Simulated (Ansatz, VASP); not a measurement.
One calculation of Ti, two programs

```
CELL_PARAMETERS angstrom
0.00000 2.08075 1.92850
2.08075 0.00000 1.92850
2.08075 2.08075 0.00000
ATOMIC_POSITIONS crystal
Ti 0.00000 0.00000 0.00000
```

Change from the starting cell: strain +0.025 along x and y, -0.050 along z, atoms carried along.

Alike in both runs: task single point; functional r2SCAN; k mesh 20 × 20 × 20; occupations gaussian, width 0.15 eV; no spin polarisation.

```csv
,VASP,Ansatz
version,VASP 6.6.1,Ansatz 0.2.0
potentials or method,"VASP PAW PBE potentials, release 64 (Ti_sv), cutoff 520 eV","scalar-relativistic, plane waves, PAW"
valence electrons in the cell,12,12
```

VASP gave:

```
gap on the k mesh at the Fermi level (eV)                     : none
pressure (GPa)                                                : 5.0
traceless stress, the component that is largest in VASP (GPa) : 1.60
```

**Question.** Which values does Ansatz return?

**Answer.** gap on the k mesh at the Fermi level (eV): none; pressure (GPa): 4.6; traceless stress, the component that is largest in VASP (GPa): 1.59.

VASP's potentials were made for PBE, not for r2SCAN. A gap of «none» marks a metal or a gap that the smearing closes.
